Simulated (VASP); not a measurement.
# RbCl (Fm-3m) in VASP: notebook, part 2 of 2

VASP 6.6.1. The steps go on from the part before.

### 3 Single point, PBEsol (volume scaled by 0.99)

File INCAR:

```
ALGO = Normal
EDIFF = 1E-6
ENCUT = 500
GGA = PS
GGA_COMPAT = F
ISIF = 2
ISMEAR = -1
LASPH = T
LCHARG = T
LELF = T
LREAL = F
LVHAR = T
LWAVE = F
NBANDS = 15
NELM = 120
PREC = Accurate
SIGMA = 0.02
```

File KPOINTS:

```
k-points
0
Gamma
  7 7 7
```

File POSCAR:

```
RbCl
1.0
    0.0000000000      3.2630500854      3.2630500854
    3.2630500854      0.0000000000      3.2630500854
    3.2630500854      3.2630500854      0.0000000000
Rb Cl
1 1
Direct
    0.0000000000      0.0000000000      0.0000000000
    0.5000000000      0.5000000000      0.5000000000
```

Potentials or basis: VASP PAW PBE potentials, release 64 (Rb_sv, Cl).

Started as:

```
$ cat potpaw_PBE.64/Rb_sv/POTCAR potpaw_PBE.64/Cl/POTCAR > POTCAR
$ mpirun -np 1 vasp_std > vasp.out
```

OUTCAR:

```text
EDIFF = 1E-6
   ENCUT = 500
   GGA = PS
   ISIF = 2
   ISMEAR = -1
   LASPH = T
   LREAL = F
   NELM = 120
   PREC = Accurate

 ion  position               nearest neighbor table
   1  0.000  0.000  0.000-   2 3.26   2 3.26   2 3.26   2 3.26   2 3.26   2 3.26
   2  0.500  0.500  0.500-   1 3.26   1 3.26   1 3.26   1 3.26   1 3.26   1 3.26

  LATTYP: Found a face centered cubic cell.
 ALAT       =     6.5261001708

  Lattice vectors:

 A1 = (   0.0000000000,   3.2630500854,   3.2630500854)
 A2 = (   3.2630500854,   0.0000000000,   3.2630500854)
 A3 = (   3.2630500854,   3.2630500854,   0.0000000000)

Analysis of symmetry for initial positions (statically):
=====================================================================
 Subroutine PRICEL returns:
 Original cell was already a primitive cell.

 Routine SETGRP: Setting up the symmetry group for a
 face centered cubic supercell.

 Subroutine GETGRP returns: Found 48 space group operations
 (whereof 48 operations were pure point group operations)
 out of a pool of 48 trial point group operations.

The static configuration has the point symmetry O_h .

Analysis of symmetry for dynamics (positions and initial velocities):
=====================================================================
 Subroutine PRICEL returns:
 Original cell was already a primitive cell.

 Routine SETGRP: Setting up the symmetry group for a
 face centered cubic supercell.

 Subroutine GETGRP returns: Found 48 space group operations
 (whereof 48 operations were pure point group operations)
 out of a pool of 48 trial point group operations.

The dynamic configuration has the point symmetry O_h .

 Subroutine INISYM returns: Found 48 space group operations
 (whereof 48 operations are pure point group operations),
 and found     1 'primitive' translations

[... 114 lines left out ...]
   GGA     = PS    functional components
   LHFCALC =     F    Hartree Fock is set to
   AEXX    =    0.0000 exact exchange contribution
   IVDW    =     0    specifies the selected vdW correction
   LEPSILON=     F    determine dielectric tensor
   LRPA    =     F    only Hartree local field effects (RPA)
 non-spin polarized calculation
  energy-cutoff  :      500.00
  volume of cell :       69.49
 maximum number of plane-waves:      1807
 NGX is ok and might be reduce to    36
   NGX = 17   NGY = 17   NGZ = 17

 number of electron      16.0000000 magnetization

 Free energy of the ion-electron system (eV)
  ---------------------------------------------------
  ext. energy  EPLUGINS =         0.00000000
  ---------------------------------------------------
  free energy    TOTEN  =        -6.89409387 eV

  energy without entropy =       -6.89409387  energy(sigma->0) =       -6.89409387

 E-fermi :  -1.4071     XC(G=0):  -7.6336

 val. band max:       -1.8558666167   @ k =   0.0000   0.0000   0.0000
 cond. band min:       3.0610646415   @ k =   0.0000   0.0000   0.0000
 fundamental gap:      4.9169312582
 Fermi energy:        -1.4071288609

 k-point     1 :       0.0000    0.0000    0.0000
  band No.  band energies     occupation
      1     -25.6737      2.00000
      2     -13.8483      2.00000
      3      -9.7337      2.00000
      4      -9.7337      2.00000
      5      -9.7337      2.00000
      6      -1.8559      2.00000
      7      -1.8559      2.00000
      8      -1.8559      2.00000
      9       3.0611      0.00000
     10       6.0609      0.00000
     11       6.0609      0.00000
     12       6.0609      0.00000
     13       7.0596      0.00000
     14       7.0596      0.00000
[... 329 lines left out ...]
      2     -13.8402      2.00000
      3      -9.9497      2.00000
      4      -9.8879      2.00000
      5      -9.7275      2.00000
      6      -2.3566      2.00000
      7      -2.1190      2.00000
      8      -2.1099      2.00000
      9       5.4338      0.00000
     10       6.1353      0.00000
     11       7.4972      0.00000
     12       7.6588      0.00000
     13       9.4592      0.00000
     14       9.5821      0.00000
     15      10.6566      0.00000

------------------------ aborting loop because EDIFF is reached ----------------------------------------

  FORCE on cell =-STRESS in cart. coord.  units (eV):
  Direction    XX          YY          ZZ          XY          YZ          ZX
  --------------------------------------------------------------------------------------
  -------------------------------------------------------------------------------------
  Total        0.0635218      0.0635218      0.0635218     -0.0000000      0.0000000     -0.0000000
  in kB        1.4646445      1.4646445      1.4646445     -0.0000000      0.0000000     -0.0000000
  external PRESSURE =       1.4646445 kB  Pullay stress =       0.0000000 kB

 VOLUME and BASIS-vectors are now :
 -----------------------------------------------------------------------------
  energy-cutoff  :      500.00
  volume of cell :       69.49
      direct lattice vectors                 reciprocal lattice vectors
     0.000000000  3.263050085  3.263050085    -0.153230869  0.153230869  0.153230869
     3.263050085  0.000000000  3.263050085     0.153230869 -0.153230869  0.153230869
     3.263050085  3.263050085  0.000000000     0.153230869  0.153230869 -0.153230869

 POSITION                                       TOTAL-FORCE (eV/Angst)
 -----------------------------------------------------------------------------------
      0.00000      0.00000      0.00000         0.000000      0.000000     -0.000000
      3.26305      3.26305      3.26305        -0.000000     -0.000000      0.000000
 -----------------------------------------------------------------------------------
    total drift:                                0.000000      0.000000      0.000000

  FREE ENERGIE OF THE ION-ELECTRON SYSTEM (eV)
  ---------------------------------------------------
  free  energy   TOTEN  =        -6.8940938670 eV

  energy  without entropy=       -6.8940938670  energy(sigma->0) =       -6.89409387
```

stdout:

```text
POSCAR found type information on POSCAR RbCl
 POSCAR found :  2 types and       2 ions
 scaLAPACK will be used
 -----------------------------------------------------------------------------
|                                                                             |
|                                                                             |
|     You enforced a specific xc type in the INCAR file but a different       |
|     I HOPE YOU KNOW WHAT YOU ARE DOING!                                     |
|                                                                             |
 -----------------------------------------------------------------------------

 LDA part: xc-table for (Slater+PW92), standard interpolation
 POSCAR, INCAR and KPOINTS ok, starting setup
 FFT: planning ... GRIDC
 FFT: planning ... GRID_SOFT
 FFT: planning ... GRID
 WAVECAR not read
 entering main loop
```

It took 41 s on 1 thread of Intel Xeon 8259CL, shared host; peak memory 0.2 GiB.

Results:

- Free energy: -6.8941 eV
- Pressure: 0.1 GPa
- Band gap on the k mesh: 4.92 eV, direct

Caveat: the PAW data sets were made with another functional, which shifts forces and pressure a little.

### 4 Single point, PBEsol (volume scaled by 1.02)

File INCAR:

```
ALGO     = Normal         # electronic algorithm
EDIFF    = 1E-6           # SCF threshold, eV
ENCUT    = 500            # plane-wave cutoff, eV
GGA      = PS             # functional
GGA_COMPAT= F            
ISIF     = 2              # what is computed and relaxed
ISMEAR   = -1             # smearing method
LASPH    = T              # aspherical terms in the spheres
LCHARG   = F              # write CHGCAR
LREAL    = F              # projectors in reciprocal space
LWAVE    = F              # write WAVECAR
NBANDS   = 15             # bands
NELM     = 120            # most SCF steps
PREC     = Accurate       # precision mode
SIGMA    = 0.02           # smearing width, eV
```

KPOINTS is that of step 3.

File POSCAR:

```
RbCl
1.0
    0.0000000000      3.2956827511      3.2956827511
    3.2956827511      0.0000000000      3.2956827511
    3.2956827511      3.2956827511      0.0000000000
Rb Cl
1 1
Direct
    0.0000000000      0.0000000000      0.0000000000
    0.5000000000      0.5000000000      0.5000000000
```

Started as:

```
$ cat potpaw_PBE.64/Rb_sv/POTCAR potpaw_PBE.64/Cl/POTCAR > POTCAR
$ mpirun -np 1 vasp_std > vasp.out
```

It took 44 s on 1 thread of Intel Xeon 8259CL, shared host; peak memory 0.21 GiB.

The run converged. Its results:

```
Free energy            : -6.8933 eV
Pressure               : -0.3 GPa
Band gap on the k mesh : 4.83 eV, direct
```

Levels at points of the mesh, in eV from the valence-band top:
```tsv
k point	band 5	band 6	band 7	band 8	band 9	band 10	band 11	band 12
(0.00, 0.00, 0.00)	-7.95	0.00	0.00	0.00	4.83	7.90	7.90	7.90
```

Caveat: the PAW data sets were made with another functional, which shifts forces and pressure a little.

### 5 Summary

| cell | gap on the mesh (eV) | pressure (GPa) |
| --- | --- | --- |
| a = 4.568 Å, angles 60.0°, 2 atoms | 5.01 | 0.7 |
| a = 4.615 Å, angles 60.0°, 2 atoms | 4.92 | 0.1 |
| a = 4.661 Å, angles 60.0°, 2 atoms | 4.83 | -0.3 |

Alike in all rows: task single point; level PBEsol; potentials or basis VASP PAW PBE potentials, release 64 (Rb_sv, Cl); no spin polarisation; k mesh 7 × 7 × 7; cutoff (eV) 500; smearing fermi-dirac 0.02 eV.

Caveats: the PAW data sets were made with another functional, which shifts forces and pressure a little.

Absolute energies hang on the potentials; compare differences alone.
